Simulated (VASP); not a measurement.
# GaN (Fm-3m) in VASP: notebook

The runs below take GaN through G0W0 quasiparticle levels, with r2SCAN, PBE.

Program: VASP 6.6.1. These are calculated values, not measurements. Logs are shortened: lines on timing, memory, paths and dates and some standing lists are left out, and cuts for length are marked.

## (1) The cell of the first run

It takes space group Fm-3m (No. 225, cubic). The conventional cell has a = 4.217 Å, b = 4.217 Å, c = 4.217 Å, α = 90.00°, β = 90.00°, γ = 90.00°. Within 2.8 Å of Ga (site symmetry m-3m) lie 6 N at 2.11 Å. Within 2.8 Å of N (site symmetry m-3m) lie 6 Ga at 2.11 Å.

## (2) G0W0 quasiparticle levels, r2SCAN

POSCAR

```
GaN
1.0
    0.0000000000      2.1085152362      2.1085152362
    2.1085152362      0.0000000000      2.1085152362
    2.1085152362      2.1085152362      0.0000000000
Ga N
1 1
Direct
    0.0000000000      0.0000000000      0.0000000000
    0.5000000000      0.5000000000      0.5000000000
```

INCAR.step1

```
ALGO = Normal
EDIFF = 1E-8
ENCUT = 500
ISMEAR = 0
LASPH = True
LCHARG = False
LMIXTAU = True
LREAL = False
LWAVE = True
METAGGA = R2SCAN
NELM = 80
PREC = Accurate
SIGMA = 0.01
```

INCAR.step2

```
ALGO = Exact
EDIFF = 1E-8
ENCUT = 500
ISMEAR = 0
ISTART = 1
LASPH = True
LCHARG = False
LMIXTAU = True
LOPTICS = True
LREAL = False
LWAVE = True
METAGGA = R2SCAN
NBANDS = 79
NELM = 1
PREC = Accurate
SIGMA = 0.01
```

INCAR.step3

```
ALGO = EVGW0
EDIFF = 1E-8
ENCUT = 500
ENCUTGW = 140.0
ISMEAR = 0
ISTART = 1
LASPH = True
LCHARG = False
LMIXTAU = True
LREAL = False
LWAVE = False
METAGGA = R2SCAN
NBANDS = 79
NBANDSGW = 17
NELMGW = 1
NOMEGA = 96
OMEGAMAX = 20
PREC = Accurate
PRECFOCK = Fast
SIGMA = 0.01
```

KPOINTS

```
k-points
0
Gamma
  6 6 6
```

Potentials or basis: VASP PAW PBE potentials, release 64 (Ga_d_GW, N_GW).

Command:

```
cat potpaw_PBE.64/Ga_d_GW/POTCAR potpaw_PBE.64/N_GW/POTCAR > POTCAR
cp INCAR.step1 INCAR
mpirun -np 1 vasp_std > vasp.out
cp INCAR.step2 INCAR
mpirun -np 1 vasp_std > vasp.out
cp INCAR.step3 INCAR
mpirun -np 1 vasp_std > vasp.out
```

OUTCAR:

```text
EDIFF = 1E-8
   ENCUT = 500
   ENCUTGW = 140.0
   ISMEAR = 0
   ISTART = 1
   LASPH = True
   LREAL = False
   METAGGA = R2SCAN
   NELMGW = 1
   PREC = Accurate
   PRECFOCK = Fast

 ion  position               nearest neighbor table
   1  0.000  0.000  0.000-   2 2.11   2 2.11   2 2.11   2 2.11   2 2.11   2 2.11
   2  0.500  0.500  0.500-   1 2.11   1 2.11   1 2.11   1 2.11   1 2.11   1 2.11

  LATTYP: Found a face centered cubic cell.
 ALAT       =     4.2170304724

  Lattice vectors:

 A1 = (   0.0000000000,   2.1085152362,   2.1085152362)
 A2 = (   2.1085152362,   0.0000000000,   2.1085152362)
 A3 = (   2.1085152362,   2.1085152362,   0.0000000000)

Analysis of symmetry for initial positions (statically):
=====================================================================
 Subroutine PRICEL returns:
 Original cell was already a primitive cell.

 Routine SETGRP: Setting up the symmetry group for a
 face centered cubic supercell.

 Subroutine GETGRP returns: Found 48 space group operations
 (whereof 48 operations were pure point group operations)
 out of a pool of 48 trial point group operations.

The static configuration has the point symmetry O_h .

Analysis of symmetry for dynamics (positions and initial velocities):
=====================================================================
 Subroutine PRICEL returns:
 Original cell was already a primitive cell.

 Routine SETGRP: Setting up the symmetry group for a
 face centered cubic supercell.

 Subroutine GETGRP returns: Found 48 space group operations
 (whereof 48 operations were pure point group operations)
 out of a pool of 48 trial point group operations.

The dynamic configuration has the point symmetry O_h .

 Subroutine INISYM returns: Found 48 space group operations
 (whereof 48 operations are pure point group operations),
 and found     1 'primitive' translations

----------------------------------------------------------------------------------------

                                     Primitive cell

  volume of cell :      18.7482

  direct lattice vectors                    reciprocal lattice vectors
     0.000000000  2.108515236  2.108515236    -0.237133691  0.237133691  0.237133691
     2.108515236  0.000000000  2.108515236     0.237133691 -0.237133691  0.237133691
     2.108515236  2.108515236  0.000000000     0.237133691  0.237133691 -0.237133691

  length of vectors
     2.981890844  2.981890844  2.981890844     0.410727601  0.410727601  0.410727601

  position of ions in fractional coordinates (direct lattice)
     0.000000000  0.000000000  0.000000000
     0.500000000  0.500000000  0.500000000

  ion indices of the primitive-cell ions
   primitive index   ion index
                 1           1
                 2           2

----------------------------------------------------------------------------------------

 KPOINTS: k-points

Automatic generation of k-mesh.
 Grid dimensions read from file:
 generate k-points for:    6    6    6

 Generating k-lattice:

  Cartesian coordinates                     Fractional coordinates (reciprocal lattice)
    -0.039522282  0.039522282  0.039522282     0.166666667  0.000000000  0.000000000
     0.039522282 -0.039522282  0.039522282     0.000000000  0.166666667  0.000000000
     0.039522282  0.039522282 -0.039522282     0.000000000  0.000000000  0.166666667

  Length of vectors
     0.068454600  0.068454600  0.068454600

  Shift w.r.t. Gamma in fractional coordinates (k-lattice)
     0.000000000  0.000000000  0.000000000

 Subroutine IBZKPT returns following result:
 ===========================================

 Found     16 irreducible k-points:

 Following reciprocal coordinates:
            Coordinates               Weight
  0.000000  0.000000  0.000000      1.000000
  0.166667  0.000000  0.000000      8.000000
  0.333333  0.000000  0.000000      8.000000
  0.500000  0.000000  0.000000      4.000000
  0.166667  0.166667  0.000000      6.000000
  0.333333  0.166667  0.000000     24.000000
[... 8 lines left out ...]
 -0.333333  0.333333  0.166667     24.000000
 -0.333333  0.500000  0.166667     12.000000
   k-points           NKPTS =     16   k-points in BZ     NKDIM =    216   number of bands    NBANDS=     79
   number of dos      NEDOS =    301   number of ions     NIONS =      2
   total plane-waves  NPLWV =  13824
   dimension x,y,z NGX =    24 NGY =   24 NGZ =   24
   dimension x,y,z NGXF=    48 NGYF=   48 NGZF=   48
   ions per type =               1   1
   NGX,Y,Z   is equivalent  to a cutoff of  13.38, 13.38, 13.38 a.u.
   NGXF,Y,Z  is equivalent  to a cutoff of  26.76, 26.76, 26.76 a.u.
 SYSTEM =  unknown system
   PREC   = accura    normal or accurate (medium, high low for compatibility)
   ISTART =      1    job   : 0-new  1-cont  2-samecut
   ICHARG =      0    charge: 1-file 2-atom 10-const
   ISPIN  =      1    spin polarized calculation?
   LNONCOLLINEAR =      F non collinear calculations
   LSORBIT =      F    spin-orbit coupling
   LASPH  =      T    aspherical Exc in radial PAW
   ENCUT  =  500.0 eV  36.75 Ry    6.06 a.u.   5.44  5.44  5.44*2*pi/ulx,y,z
   NELM   =     60;   NELMIN=  2; NELMDL=  0     # of ELM steps
   EDIFF  = 0.1E-07   stopping-criterion for ELM
   LREAL  =      F    real-space projection
   EDIFFG = 0.1E-06   stopping-criterion for IOM
   NSW    =      0    number of steps for IOM
   IBRION =     -1    ionic relax: 0-MD 1-quasi-New 2-CG
   NFREE  =      0    steps in history (QN), initial steepest desc. (CG)
   ISIF   =      0    stress and relaxation
   ISYM   =      3    0-nonsym 1-usesym 2-fastsym
   POTIM  = 0.5000    time-step for ionic-motion
   TEBEG  =    0.0;   TEEND  =   0.0 temperature during run
   PSTRESS=    0.0 pullay stress
   NELECT =      18.0000    total number of electrons
   NUPDOWN=      -1.0000    fix difference up-down
   EMIN   =  10.00;   EMAX   =-10.00  energy-range for DOS
   EFERMI =   0.00;   METHOD = LEGACY
   ISMEAR =     0;   SIGMA  =   0.01  broadening in eV -4-tet -1-fermi 0-gaus
   EFERMI_NEDOS =   21; number of points for ismear=-14 and -15
   IALGO  =     38    algorithm
   IMIX   =      4    mixing-type and parameters
     AMIX     =   0.40;   BMIX     =  1.00
     AMIX_MAG =   1.60;   BMIX_MAG =  1.00
  volume/ion in A,a.u.               =       9.37        63.26
  Fermi-wavevector in a.u.,A,eV,Ry     =   1.615024  3.051952 35.488101  2.608302
  Thomas-Fermi vector in A             =   2.709838
   LORBIT       =      0    0 simple, 1 ext, 2 COOP (PROOUT), +10 PAW based schemes
   METAGGA = R2SCAN    functional components
   LHFCALC =     T    Hartree Fock is set to
   PRECFOCK=fast      Normal, Fast or Accurate (Low or Medium for compatibility)
   ENCUT4O =  -1.0   cutoff for four orbital integrals eV
   NKREDX  =     1    reduce k-point grid by
   NKREDY  =     1    reduce k-point grid by
   NKREDZ  =     1    reduce k-point grid by
   AEXX    =    1.0000 exact exchange contribution
   HFSCREEN=    0.0000 screening length (either q_TF or 0.3 A-1)
   HFSCREENC=   0.0000 screening length for correlation (either q_TF or 0.3 A-1)
   ENCUTFOCK=  -1.0 apply spherical cutoff to Coloumb kernel
   IVDW    =     0    specifies the selected vdW correction
   LEPSILON=     F    determine dielectric tensor
   LRPA    =     F    only Hartree local field effects (RPA)
   LRPAFORCE           =     F    calculate RPA forces
   ENCUTGW             = 140.0    cutoff for response function in eV
   ENCUTGWSOFT         = 112.0    soft cutoff for Coulomb kernel in GW response function in eV
   ENCUTLF             =  -1.0    cutoff for local field effects
   NELMGW              =     1    number of iterations in solving QP/BSE equation
   NELMHF              =     1    number of iterations in the inner HF iteration
   NKREDLFX            =     1    NKREDLFY  =   1   NKREDLFZ  =   1
 non-spin polarized calculation
 Gauss-broadening in eV      SIGMA  =   0.01
  energy-cutoff  :      500.00
  volume of cell :       18.75
 maximum number of plane-waves:       531
 NGX is ok and might be reduce to    24
  NGX = 14; NGY = 14; NGZ = 14
   NGX = 11   NGY = 11   NGZ = 11
 maximum number of plane-waves:        76
 NGX is ok and might be reduce to    14

 QP shifts <psi_nk| G(iteration)W_0 |psi_nk>: iteration 1
 for sc-GW calculations column KS-energies equals QP-energies in previous step
 and V_xc(KS)=  KS-energies - (<T + V_ion + V_H > + <T+V_H+V_ion>^1  + <V_x>^1)

 k-point   1 :       0.0000    0.0000    0.0000
  band No.  KS-energies  QP-energies   sigma(KS)   V_xc(KS)     V^pw_x(r,r')   Z            occupation Imag(sigma)

      1     -10.5929     -10.8051     -16.0987     -15.7905     -24.6496       0.6888       2.0000       1.2288
      2      -6.9284      -9.3580     -25.9112     -22.6565     -35.1207       0.7465       2.0000       0.1024
      3      -6.9284      -9.3580     -25.9112     -22.6565     -35.1207       0.7465       2.0000       0.1024
      4      -6.9284      -9.3580     -25.9112     -22.6565     -35.1207       0.7465       2.0000       0.1024
      5      -6.8572      -9.3095     -26.1749     -22.8848     -35.5824       0.7453       2.0000       0.1449
      6      -6.8572      -9.3095     -26.1749     -22.8848     -35.5824       0.7453       2.0000       0.1449
[... 9 lines left out ...]
     16      24.5312      24.6972     -11.6409     -11.8562      -4.4122       0.7710       0.0000      -0.4874
     17      24.7749      24.3249      -8.8890      -8.3230      -2.5093       0.7950       0.0000      -0.2510

 k-point   2 :       0.1667    0.0000    0.0000
  band No.  KS-energies  QP-energies   sigma(KS)   V_xc(KS)     V^pw_x(r,r')   Z            occupation Imag(sigma)

      1     -10.0551     -10.2501     -16.2392     -15.9567     -24.6902       0.6904       2.0000       1.1734
      2      -6.9485      -9.3670     -25.8372     -22.5969     -35.0366       0.7464       2.0000       0.1072
      3      -6.9401      -9.3636     -25.9661     -22.7139     -35.2813       0.7452       2.0000       0.1314
      4      -6.9401      -9.3636     -25.9661     -22.7139     -35.2813       0.7452       2.0000       0.1314
      5      -6.8569      -9.2991     -26.0766     -22.8063     -35.3839       0.7468       2.0000       0.1223
      6      -6.8569      -9.2991     -26.0766     -22.8063     -35.3839       0.7468       2.0000       0.1223
[... 9 lines left out ...]
     16      24.9127      25.0667     -11.5707     -11.7631      -5.5888       0.8001       0.0000      -0.3083
     17      30.3330      30.0808     -10.2852      -9.9689      -3.4998       0.7971       0.0000      -0.6377

 k-point   3 :       0.3333    0.0000    0.0000
  band No.  KS-energies  QP-energies   sigma(KS)   V_xc(KS)     V^pw_x(r,r')   Z            occupation Imag(sigma)
[... 253 lines left out ...]
      1      -8.4789      -9.6800     -21.6788     -19.9934     -30.7088       0.7127       2.0000       0.5624
      2      -7.0115      -9.3891     -25.7206     -22.5242     -35.0138       0.7438       2.0000       0.1510
      3      -6.9245      -9.3264     -25.8408     -22.6191     -35.1180       0.7455       2.0000       0.1373
      4      -6.8992      -9.3056     -25.7977     -22.5749     -34.9852       0.7467       2.0000       0.1145
      5      -6.6849      -9.1370     -26.2249     -22.9507     -35.4855       0.7489       2.0000       0.1037
      6      -4.9728      -6.1556     -22.4686     -20.8858     -30.8902       0.7473       2.0000       0.4760
[... 9 lines left out ...]
     16      34.6802      34.6436     -10.8583     -10.8131      -3.6682       0.8108       0.0000      -1.0640
     17      36.1800      36.4911     -11.6450     -12.0195      -4.6298       0.8307       0.0000      -1.1268

 k-point  16 :      -0.3333    0.5000    0.1667
  band No.  KS-energies  QP-energies   sigma(KS)   V_xc(KS)     V^pw_x(r,r')   Z            occupation Imag(sigma)

      1      -8.7195      -9.9437     -21.7744     -20.0443     -30.8845       0.7076       2.0000       0.5451
      2      -7.0199      -9.4255     -25.6750     -22.4481     -34.8453       0.7455       2.0000       0.1107
      3      -6.8827      -9.2951     -26.0563     -22.8154     -35.4730       0.7444       2.0000       0.1606
      4      -6.7982      -9.2232     -25.9772     -22.7319     -35.1935       0.7472       2.0000       0.1109
      5      -6.6493      -9.1057     -26.2685     -22.9928     -35.5333       0.7499       2.0000       0.1028
      6      -4.2536      -5.3750     -22.8147     -21.3180     -31.1732       0.7493       2.0000       0.4491
[... 9 lines left out ...]
     16      35.9509      36.4142     -13.0996     -13.6613      -5.9628       0.8250       0.0000      -1.3788
     17      38.1673      38.4157     -13.1132     -13.4149      -5.0881       0.8235       0.0000      -1.7366
```

Wall time 3.7 min (1 thread of Intel Xeon 6975P-C (Granite Rapids), shared host); peak memory 0.38 GiB.

What came out:

| Property | Result |
| --- | --- |
| Quasiparticle gap | 1.75 eV |
| Least direct quasiparticle gap | 4.15 eV |
| Band gap of the starting levels on the mesh | 1.13 eV |
| Least direct gap of the starting levels on the mesh | 3.39 eV |

Caveat: the k points lie up to 0.43 Å⁻¹ apart; bands, screening cutoff and mesh are small and nothing is extrapolated, so the quasiparticle values aren't converged; the structure was generated, so it needn't be the stable form of GaN.

[end of part 1 of 2]
